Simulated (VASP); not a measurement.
# Ta (P6_3/mmc) in VASP: notebook

Ta is run at these levels: LDA; tasks: single point.

Everything below comes from runs of VASP 6.6.1. Logs are shortened: lines on timing, memory, paths and dates and some standing lists are left out, and cuts for length are marked.

## (1) The cell of the first run

Symmetry: P6_3/mmc, No. 194, hexagonal system. The conventional cell has a = 2.861 Å, b = 2.861 Å, c = 5.096 Å, α = 90.00°, β = 90.00°, γ = 120.00°. Ta (site symmetry -6m2) has 12 Ta at 2.86 to 3.04 Å within 3.8 Å.

## (2) Single point, LDA (volume scaled by 0.96)

INCAR

```
ALGO = Normal
EDIFF = 1E-6
ENCUT = 520
ISIF = 2
ISMEAR = -1
LASPH = T
LCHARG = F
LREAL = F
LWAVE = F
NBANDS = 18
NELM = 80
PREC = Accurate
SIGMA = 0.05
```

KPOINTS

```
k-points
0
Gamma
  11 11 5
```

POSCAR

```
Ta
1.0
    2.8611730502      0.0000000000      0.0000000000
   -1.4305865251      2.4778485461      0.0000000000
    0.0000000000      0.0000000000      5.0964509272
Ta
2
Direct
    0.3333333333      0.6666666667      0.2500000000
    0.6666666667      0.3333333333      0.7500000000
```

Potentials or basis: VASP PAW LDA potentials, release 64 (Ta_pv).

Started as:

```bash
cat potpaw_LDA.64/Ta_pv/POTCAR > POTCAR
mpirun -np 1 vasp_std > vasp.out
```

OUTCAR:

```text
EDIFF = 1E-6
   ENCUT = 520
   ISIF = 2
   ISMEAR = -1
   LASPH = T
   LREAL = F
   NELM = 80
   PREC = Accurate

 ion  position               nearest neighbor table
   1  0.333  0.667  0.250-   2 3.04   2 3.04   2 3.04   2 3.04   2 3.04   2 3.04
   2  0.667  0.333  0.750-   1 3.04   1 3.04   1 3.04   1 3.04   1 3.04   1 3.04

  LATTYP: Found a hexagonal cell.
 ALAT       =     2.8611730502
 C/A-ratio  =     1.7812452577

  Lattice vectors:

 A1 = (   2.8611730502,   0.0000000000,   0.0000000000)
 A2 = (  -1.4305865251,   2.4778485461,   0.0000000000)
 A3 = (   0.0000000000,   0.0000000000,   5.0964509272)

Analysis of symmetry for initial positions (statically):
=====================================================================
 Subroutine PRICEL returns:
 Original cell was already a primitive cell.

 Routine SETGRP: Setting up the symmetry group for a
 hexagonal supercell.

 Subroutine GETGRP returns: Found 24 space group operations
 (whereof 12 operations were pure point group operations)
 out of a pool of 24 trial point group operations.

The static configuration has the point symmetry D_3d.
 The point group associated with its full space group is D_6h.

Analysis of symmetry for dynamics (positions and initial velocities):
=====================================================================
 Subroutine PRICEL returns:
 Original cell was already a primitive cell.

 Routine SETGRP: Setting up the symmetry group for a
 hexagonal supercell.

 Subroutine GETGRP returns: Found 24 space group operations
 (whereof 12 operations were pure point group operations)
 out of a pool of 24 trial point group operations.

The dynamic configuration has the point symmetry D_3d.
 The point group associated with its full space group is D_6h.

 Subroutine INISYM returns: Found 24 space group operations
 (whereof 12 operations are pure point group operations),
 and found     1 'primitive' translations

----------------------------------------------------------------------------------------

                                     Primitive cell

  volume of cell :      36.1316

  direct lattice vectors                    reciprocal lattice vectors
     2.861173050  0.000000000  0.000000000     0.349506997  0.201787959  0.000000000
    -1.430586525  2.477848546  0.000000000     0.000000000  0.403575917  0.000000000
     0.000000000  0.000000000  5.096450927     0.000000000  0.000000000  0.196214977

  length of vectors
     2.861173050  2.861173050  5.096450927     0.403575917  0.403575917  0.196214977

  position of ions in fractional coordinates (direct lattice)
     0.333333333  0.666666667  0.250000000
     0.666666667  0.333333333  0.750000000

  ion indices of the primitive-cell ions
   primitive index   ion index
                 1           1
                 2           2

----------------------------------------------------------------------------------------

 KPOINTS: k-points

Automatic generation of k-mesh.
 Grid dimensions read from file:
 generate k-points for:   11   11    5

 Generating k-lattice:

  Cartesian coordinates                     Fractional coordinates (reciprocal lattice)
     0.031773363  0.018344360  0.000000000     0.090909091  0.000000000  0.000000000
     0.000000000  0.036688720  0.000000000     0.000000000  0.090909091  0.000000000
     0.000000000  0.000000000  0.039242995     0.000000000  0.000000000  0.200000000

  Length of vectors
     0.036688720  0.036688720  0.039242995

  Shift w.r.t. Gamma in fractional coordinates (k-lattice)
     0.000000000  0.000000000  0.000000000

 Subroutine IBZKPT returns following result:
 ===========================================

 Found     48 irreducible k-points:

 Following reciprocal coordinates:
            Coordinates               Weight
  0.000000  0.000000  0.000000      1.000000
  0.090909  0.000000  0.000000      6.000000
  0.181818  0.000000  0.000000      6.000000
  0.272727  0.000000  0.000000      6.000000
  0.363636 -0.000000  0.000000      6.000000
  0.454545  0.000000  0.000000      6.000000
[... 16 lines left out ...]
  0.090909  0.090909  0.200000     12.000000
  0.181818  0.090909  0.200000     24.000000
 [... further k-points ...]
   k-points           NKPTS =     48   k-points in BZ     NKDIM =     48   number of bands    NBANDS=     18
   number of dos      NEDOS =    301   number of ions     NIONS =      2
   total plane-waves  NPLWV =  23040
   dimension x,y,z NGX =    24 NGY =   24 NGZ =   40
   dimension x,y,z NGXF=    48 NGYF=   48 NGZF=   80
   ions per type =               2
   NGX,Y,Z   is equivalent  to a cutoff of  13.94, 13.94, 13.05 a.u.
   NGXF,Y,Z  is equivalent  to a cutoff of  27.89, 27.89, 26.10 a.u.
 SYSTEM =  unknown system
   PREC   = accura    normal or accurate (medium, high low for compatibility)
   ISTART =      0    job   : 0-new  1-cont  2-samecut
   ICHARG =      2    charge: 1-file 2-atom 10-const
   ISPIN  =      1    spin polarized calculation?
   LNONCOLLINEAR =      F non collinear calculations
   LSORBIT =      F    spin-orbit coupling
   LASPH  =      T    aspherical Exc in radial PAW
   ENCUT  =  520.0 eV  38.22 Ry    6.18 a.u.   5.32  5.32  9.48*2*pi/ulx,y,z
   NELM   =     80;   NELMIN=  2; NELMDL= -5     # of ELM steps
   EDIFF  = 0.1E-05   stopping-criterion for ELM
   LREAL  =      F    real-space projection
   EDIFFG = 0.1E-04   stopping-criterion for IOM
   NSW    =      0    number of steps for IOM
   IBRION =     -1    ionic relax: 0-MD 1-quasi-New 2-CG
   NFREE  =      0    steps in history (QN), initial steepest desc. (CG)
   ISIF   =      2    stress and relaxation
   ISYM   =      2    0-nonsym 1-usesym 2-fastsym
   POTIM  = 0.5000    time-step for ionic-motion
   TEBEG  =    0.0;   TEEND  =   0.0 temperature during run
   PSTRESS=    0.0 pullay stress
   NELECT =      22.0000    total number of electrons
   NUPDOWN=      -1.0000    fix difference up-down
   EMIN   =  10.00;   EMAX   =-10.00  energy-range for DOS
   EFERMI =   0.00;   METHOD = LEGACY
   ISMEAR =    -1;   SIGMA  =   0.05  broadening in eV -4-tet -1-fermi 0-gaus
   EFERMI_NEDOS =   21; number of points for ismear=-14 and -15
   IALGO  =     38    algorithm
   IMIX   =      4    mixing-type and parameters
     AMIX     =   0.40;   BMIX     =  1.00
     AMIX_MAG =   1.60;   BMIX_MAG =  1.00
  volume/ion in A,a.u.               =      18.07       121.91
  Fermi-wavevector in a.u.,A,eV,Ry     =   1.387565  2.622119 26.195813  1.925338
  Thomas-Fermi vector in A             =   2.511774
   LORBIT       =      0    0 simple, 1 ext, 2 COOP (PROOUT), +10 PAW based schemes
   GGA     = CA    functional components
   LHFCALC =     F    Hartree Fock is set to
   AEXX    =    0.0000 exact exchange contribution
   IVDW    =     0    specifies the selected vdW correction
   LEPSILON=     F    determine dielectric tensor
   LRPA    =     F    only Hartree local field effects (RPA)
 non-spin polarized calculation
  energy-cutoff  :      520.00
  volume of cell :       36.13
 maximum number of plane-waves:       985
 NGX is ok and might be reduce to    24
   NGX = 11   NGY = 11   NGZ = 19

 number of electron      22.0000000 magnetization

 Free energy of the ion-electron system (eV)
  ---------------------------------------------------
  ext. energy  EPLUGINS =         0.00000000
  ---------------------------------------------------
  free energy    TOTEN  =       -25.06139027 eV

  energy without entropy =      -25.04528072  energy(sigma->0) =      -25.05333549

 E-fermi :   5.8166     XC(G=0): -12.7683

 val. band max:        5.7950044662   @ k =   0.1818   0.1818   0.0000
 cond. band min:       5.8304092233   @ k =   0.3636   0.1818   0.0000
 fundamental gap:      0.0354047572
 Fermi energy:         5.8166354895

 k-point     1 :       0.0000    0.0000    0.0000
  band No.  band energies     occupation
      1     -28.5876      2.00000
      2     -27.6358      2.00000
      3     -27.5156      2.00000
      4     -27.5156      2.00000
      5     -27.4204      2.00000
      6     -27.4204      2.00000
[... 10 lines left out ...]
     17      11.0906      0.00000
     18      11.0906      0.00000

 k-point     2 :       0.0909    0.0000    0.0000
  band No.  band energies     occupation
      1     -28.5571      2.00000
      2     -27.6393      2.00000
      3     -27.6144      2.00000
      4     -27.5423      2.00000
      5     -27.5214      2.00000
      6     -27.4384      2.00000
[... 10 lines left out ...]
     17      11.2235      0.00000
     18      11.7983      0.00000

 k-point     3 :       0.1818    0.0000    0.0000
  band No.  band energies     occupation
      1     -28.4713      2.00000
      2     -27.8756      2.00000
      3     -27.7823      2.00000
      4     -27.6521      2.00000
      5     -27.6117      2.00000
      6     -27.4877      2.00000
[... 10 lines left out ...]
     17      11.4288      0.00000
     18      13.2050      0.00000

 k-point     4 :       0.2727    0.0000    0.0000
  band No.  band energies     occupation
      1     -28.3470      2.00000
      2     -28.2093      2.00000
      3     -28.1052      2.00000
      4     -27.6992      2.00000
      5     -27.6802      2.00000
      6     -27.5537      2.00000
[... 10 lines left out ...]
     17      11.5323      0.00000
     18      14.1806      0.00000

 k-point     5 :       0.3636   -0.0000    0.0000
  band No.  band energies     occupation
      1     -28.5065      2.00000
      2     -28.3869      2.00000
      3     -28.2110      2.00000
      4     -27.7771      2.00000
      5     -27.7268      2.00000
      6     -27.6147      2.00000
[... 10 lines left out ...]
     17      11.5429      0.00000
     18      13.9372      0.00000

 k-point     6 :       0.4545    0.0000    0.0000
  band No.  band energies     occupation
      1     -28.6786      2.00000
      2     -28.5486      2.00000
      3     -28.1068      2.00000
      4     -27.8225      2.00000
      5     -27.7775      2.00000
      6     -27.6511      2.00000
[... 10 lines left out ...]
     17      12.5462      0.00000
     18      14.0142      0.00000

 k-point     7 :       0.0909    0.0909    0.0000
  band No.  band energies     occupation
      1     -28.4989      2.00000
      2     -27.7774      2.00000
      3     -27.7192      2.00000
      4     -27.6475      2.00000
      5     -27.5772      2.00000
      6     -27.4851      2.00000
[... 10 lines left out ...]
     17      11.2504      0.00000
     18      12.8954      0.00000

 k-point     8 :       0.1818    0.0909    0.0000
  band No.  band energies     occupation
      1     -28.3936      2.00000
      2     -28.0559      2.00000
      3     -27.9942      2.00000
      4     -27.6734      2.00000
      5     -27.6681      2.00000
      6     -27.5606      2.00000
[... 10 lines left out ...]
     17      11.2531      0.00000
     18      14.3984      0.00000
[... 229 lines left out ...]
     17      11.2021      0.00000
     18      12.1834      0.00000

 k-point    20 :       0.2727    0.0000    0.2000
  band No.  band energies     occupation
      1     -28.3538      2.00000
      2     -28.1693      2.00000
      3     -28.1050      2.00000
      4     -27.7156      2.00000
      5     -27.6855      2.00000
      6     -27.5677      2.00000
[... 10 lines left out ...]
     17      11.2479      0.00000
     18      12.7664      0.00000

 k-point    21 :       0.3636   -0.0000    0.2000
  band No.  band energies     occupation
      1     -28.5333      2.00000
      2     -28.4267      2.00000
      3     -28.1211      2.00000
      4     -27.7618      2.00000
      5     -27.7481      2.00000
      6     -27.6305      2.00000
[... 10 lines left out ...]
     17      11.5974      0.00000
     18      13.0179      0.00000

 k-point    22 :       0.4545    0.0000    0.2000
  band No.  band energies     occupation
      1     -28.6935      2.00000
      2     -28.5844      2.00000
      3     -28.0456      2.00000
      4     -27.8064      2.00000
      5     -27.7838      2.00000
      6     -27.6678      2.00000
[... 10 lines left out ...]
     17      12.5845      0.00000
     18      13.0370      0.00000

 k-point    23 :       0.0909    0.0909    0.2000
  band No.  band energies     occupation
      1     -28.4290      2.00000
      2     -27.7984      2.00000
      3     -27.7626      2.00000
      4     -27.6604      2.00000
      5     -27.5672      2.00000
      6     -27.4957      2.00000
[... 10 lines left out ...]
     17      11.0695      0.00000
     18      12.0754      0.00000

 k-point    24 :       0.1818    0.0909    0.2000
  band No.  band energies     occupation
      1     -28.3567      2.00000
      2     -28.0465      2.00000
      3     -28.0025      2.00000
      4     -27.7199      2.00000
      5     -27.6522      2.00000
      6     -27.5720      2.00000
[... 10 lines left out ...]
     17      11.0031      0.00000
     18      12.8037      0.00000

 [... further k-points ...]

------------------------ aborting loop because EDIFF is reached ----------------------------------------

  FORCE on cell =-STRESS in cart. coord.  units (eV):
  Direction    XX          YY          ZZ          XY          YZ          ZX
  --------------------------------------------------------------------------------------
  -------------------------------------------------------------------------------------
  Total       -1.0361805     -1.0361805     -0.5439678      0.0000000      0.0000000     -0.0000000
  in kB      -45.9472215    -45.9472215    -24.1210983      0.0000000      0.0000000     -0.0000000
  external PRESSURE =     -38.6718471 kB  Pullay stress =       0.0000000 kB

 VOLUME and BASIS-vectors are now :
 -----------------------------------------------------------------------------
  energy-cutoff  :      520.00
  volume of cell :       36.13
      direct lattice vectors                 reciprocal lattice vectors
     2.861173050  0.000000000  0.000000000     0.349506997  0.201787959  0.000000000
    -1.430586525  2.477848546  0.000000000     0.000000000  0.403575917  0.000000000
     0.000000000  0.000000000  5.096450927     0.000000000  0.000000000  0.196214977

 POSITION                                       TOTAL-FORCE (eV/Angst)
 -----------------------------------------------------------------------------------
     -0.00000      1.65190      1.27411         0.000000      0.000000      0.000000
      1.43059      0.82595      3.82234        -0.000000      0.000000      0.000000
 -----------------------------------------------------------------------------------
    total drift:                                0.000000     -0.000000      0.000000

  FREE ENERGIE OF THE ION-ELECTRON SYSTEM (eV)
  ---------------------------------------------------
  free  energy   TOTEN  =       -25.0613902701 eV

  energy  without entropy=      -25.0452807174  energy(sigma->0) =      -25.05333549
```

Run time: 11 s. Hardware: 1 thread of Intel Xeon 6975P-C, shared host; peak memory 0.15 GiB.

Results:

| Quantity | Value |
| --- | --- |
| Free energy | -25.0614 eV |
| Pressure | -3.9 GPa |
| Band gap on the k mesh | zero (band 11 reaches 6.89 eV, above the bottom of band 12 at 5.22 eV) |

Levels at points of the mesh, in eV from the Fermi level:
```tsv
k point	band 8	band 9	band 10	band 11	band 12	band 13	band 14	band 15
(0.00, 0.00, 0.00)	-5.02	-0.67	0.13	0.53	0.53	1.12	1.12	3.00
```

Caveat: spin-orbit coupling is left out, which moves the levels of the heavy elements.

## (3) Single point, LDA (volume scaled by 0.98)

INCAR

```
SYSTEM = Ta
ALGO = Fast ; EDIFF = 1E-7
ENCUT = 520 ; ISIF = 2
ISMEAR = -1 ; LASPH = .TRUE.
LCHARG = .FALSE. ; LREAL = .FALSE.
LWAVE = .FALSE. ; NBANDS = 18
NELM = 100 ; PREC = Accurate
SIGMA = 0.05
```

KPOINTS

```
k-points
0
G
  11 11 5
  0 0 0
```

POSCAR

```
Ta
1.0
    2.8809059017      0.0000000000      0.0000000000
   -1.4404529508      2.4949376968      0.0000000000
    0.0000000000      0.0000000000      5.1315999754
Ta
2
Direct
    0.3333333333      0.6666666667      0.2500000000
    0.6666666667      0.3333333333      0.7500000000
```

Potentials or basis: VASP PAW LDA potentials, release 64 (Ta_pv).

Started as:

```bash
cat potpaw_LDA.64/Ta_pv/POTCAR > POTCAR
mpirun -np 1 vasp_std > vasp.out
```

Run time: 18 s. Hardware: 1 thread of Intel Xeon 6975P-C, shared host; peak memory 0.16 GiB.

Results (log left out):

- Free energy: -25.0341 eV
- Pressure: -7.8 GPa
- Band gap on the k mesh: zero (band 11 reaches 6.66 eV, above the bottom of band 12 at 5.06 eV)

Stress tensor (GPa, compression positive):
```
-8.66  0.00  0.00
 0.00 -8.66  0.00
 0.00  0.00 -6.03
```

Levels at points of the mesh, in eV from the Fermi level:
| k point | band 8 | band 9 | band 10 | band 11 | band 12 | band 13 | band 14 | band 15 |
| --- | --- | --- | --- | --- | --- | --- | --- | --- |
| (0.00, 0.00, 0.00) | -4.95 | -0.64 | 0.07 | 0.53 | 0.53 | 1.11 | 1.11 | 2.93 |

Caveat: spin-orbit coupling is left out, which moves the levels of the heavy elements.

## (4) Single point, LDA (volume scaled by 1.02)

INCAR

```
SYSTEM = Ta
PREC = Accurate
ENCUT = 520
EDIFF = 1E-6
ISMEAR = -1
SIGMA = 0.05
LREAL = .False.
LASPH = .True.
NELM = 80
ALGO = Normal
ISIF = 2
LWAVE = .False.
LCHARG = .True.
GGA = CA
LELF = .True.
LVHAR = .True.
NBANDS = 18
```

KPOINTS

```
regular mesh
0
Gamma
  11 11 5
  0 0 0
```

POSCAR

```
Ta
1.0
    2.9195803945      0.0000000000      0.0000000000
   -1.4597901972      2.5284307900      0.0000000000
    0.0000000000      0.0000000000      5.2004887322
Ta
2
Direct
    0.3333333333      0.6666666667      0.2500000000
    0.6666666667      0.3333333333      0.7500000000
```

Started as:

```bash
cat potpaw_LDA.64/Ta_pv/POTCAR > POTCAR
mpirun -np 1 vasp_std > vasp.out
```

Run time: 14 s. Hardware: 1 thread of Intel Xeon 6975P-C, shared host; peak memory 0.16 GiB.

It converged, with:

```yaml
Free_energy: -24.9286 eV
Pressure: -14.5 GPa
Band_gap_on_the_k_mesh: zero (band 11 reaches 6.23 eV, above the bottom of band 12 at 4.77 eV)
```

Stress tensor (GPa, compression positive):
```
-15.68   0.00   0.00
  0.00 -15.68   0.00
  0.00   0.00 -12.26
```

Levels at points of the mesh, in eV from the Fermi level:
| k point | band 8 | band 9 | band 10 | band 11 | band 12 | band 13 | band 14 | band 15 |
| --- | --- | --- | --- | --- | --- | --- | --- | --- |
| (0.00, 0.00, 0.00) | -4.81 | -0.58 | -0.04 | 0.54 | 0.54 | 1.08 | 1.08 | 2.81 |

Caveat: spin-orbit coupling is left out, which moves the levels of the heavy elements.

## (5) Summary

| cell | gap on the mesh (eV) | pressure (GPa) |
| --- | --- | --- |
| a = 2.861, b = 2.861, c = 5.096 Å, angles 90.0, 90.0, 120.0°, 2 atoms | none | -3.9 |
| a = 2.881, b = 2.881, c = 5.132 Å, angles 90.0, 90.0, 120.0°, 2 atoms | none | -7.8 |
| a = 2.920, b = 2.920, c = 5.200 Å, angles 90.0, 90.0, 120.0°, 2 atoms | none | -14.5 |

Alike in all rows: task single point; level LDA; potentials or basis VASP PAW LDA potentials, release 64 (Ta_pv); no spin polarisation; k mesh 11 × 11 × 5; cutoff (eV) 520; smearing fermi-dirac 0.05 eV.

Caveats: spin-orbit coupling is left out, which moves the levels of the heavy elements.

Absolute energies hang on the potentials; compare differences alone.
